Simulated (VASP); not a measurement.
A run of VASP 6.6.1:

Contents of INCAR:

```
SYSTEM = Si7PdC8
ALGO = Normal ; EDIFF = 1E-7
ENCUT = 520 ; GGA = PS
ISIF = 2 ; ISMEAR = 0
LASPH = .TRUE. ; LCHARG = .FALSE.
LREAL = Auto ; LWAVE = .FALSE.
NBANDS = 49 ; NELM = 100
PREC = Accurate ; SIGMA = 0.05
```

Contents of KPOINTS:

```
k-points
0
G
  3 3 3
  0 0 0
```

File POSCAR:

```
Si7PdC8
1.0
    0.0000000000      4.3580000000      4.3580000000
    4.3580000000      0.0000000000      4.3580000000
    4.3580000000      4.3580000000      0.0000000000
Pd Si C
1 7 8
Direct
    0.9985120068      0.0014817106      0.0001348684
    0.9959776440      0.9993993439      0.5023713880
    0.9960239966      0.5039575895      0.9977614746
    0.9960195893      0.5039464916      0.5023744001
    0.5006153515      0.9994179348      0.9977393167
    0.5005922752      0.9994411165      0.5022896129
    0.5006409381      0.5039571230      0.9977444199
    0.4982886190      0.5017127018      0.5000509255
    0.1331292654      0.1365160330      0.1348897383
    0.1330554484      0.1364773051      0.5957024134
    0.1331867839      0.5970788001      0.1349118402
    0.1239869420      0.6264598039      0.6248269315
    0.5940531588      0.1364707605      0.1347536752
    0.6230374944      0.1274138327      0.6248083382
    0.6230746445      0.6264712122      0.1257393475
    0.6230697129      0.6264859288      0.6248020359
```

Potentials or basis: VASP PAW PBE potentials, release 64 (Pd, Si, C).

The run is started by

```sh
$ cat potpaw_PBE.64/Pd/POTCAR potpaw_PBE.64/Si/POTCAR potpaw_PBE.64/C/POTCAR > POTCAR
$ mpirun -np 1 vasp_std > vasp.out
```

Hardware: 1 thread of Oxide Virtual Turin-like Processor (shared host).

Task: How long does it take, and how much memory?

Result: Wall time 3.8 min on 1 thread of Oxide Virtual Turin-like Processor, on a shared host, peak memory 0.32 GiB. Counts: scf iterations 17, k points 14.
